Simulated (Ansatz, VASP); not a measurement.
## Two plane-wave programs on Pb

```xyz
1
Lattice="0.0000 2.4698 2.6674 2.4698 0.0000 2.6674 2.4698 2.4698 0.0000" Properties=species:S:1:pos:R:3 pbc="T T T"
Pb    0.0000    0.0000    0.0000
```

Change from the starting cell: strain +0.000 along x and y, +0.080 along z, atoms carried along.

Alike in both runs: task single point; functional PBEsol; k mesh 16 × 16 × 16; occupations gaussian, width 0.15 eV; no spin polarisation.

```csv
,VASP,Ansatz
version,VASP 6.6.1,Ansatz 0.2.0
potentials or method,"VASP PAW PBE potentials, release 64 (Pb_d), cutoff 520 eV","scalar-relativistic, plane waves, PAW"
valence electrons in the cell,14,14
```

```csv
,VASP,Ansatz,Ansatz less VASP
gap on the k mesh at the Fermi level (eV),none,none,-
pressure (GPa),-3.2,-3.1,+0.05
"traceless stress, the component that is largest in VASP (GPa)",-0.54,-0.54,0.000
```

VASP's potentials were made for PBE, not for PBEsol. A gap of «none» marks a metal or a gap that the smearing closes.

Neither program's run includes spin-orbit coupling.
